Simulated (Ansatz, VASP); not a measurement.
## One calculation of Cd4SeS3, two programs

```
CELL_PARAMETERS angstrom
-2.99647 2.99647 5.98915
2.99647 -2.99647 5.98915
2.99647 2.99647 -5.98915
ATOMIC_POSITIONS crystal
Cd 0.88510 0.37076 0.00000
Cd 0.37076 0.88510 0.00000
Cd 0.11490 0.11490 0.48565
Cd 0.62924 0.62924 0.51435
Se 0.50000 0.50000 0.00000
S 0.75000 0.25000 0.50000
S 0.25000 0.75000 0.50000
S 0.00000 0.00000 0.00000
```

Alike in both runs: functional PBE; k mesh 6 × 6 × 6; occupations gaussian, width 0.02 eV; no spin polarisation.

Ansatz relaxed the structure, and its values are those at the end. VASP's run is a single point on that final structure, the one shown.

```csv
,VASP,Ansatz
version,VASP 6.6.1,Ansatz 0.2.0
potentials or method,"VASP PAW PBE potentials, release 64 (Cd, Se, S), cutoff 520 eV","scalar-relativistic, plane waves, PAW"
valence electrons in the cell,72,114
```

VASP gave:

| Quantity | Value |
| --- | --- |
| gap on the k mesh at the Fermi level (eV) | 0.89 |
| least direct gap on the mesh (eV) | 0.89 |
| pressure (GPa) | 0.3 |
| rms of the force components (eV/Å) | 0.004 |

Question: Estimate Ansatz's values.

Answer: gap on the k mesh at the Fermi level (eV): 0.89; least direct gap on the mesh (eV): 0.89; pressure (GPa): 0.0; rms of the force components (eV/Å): 0.004.

VASP's potentials hold 72 valence electrons a cell and Ansatz's 114, so a difference there can come from the potentials and not from the codes.
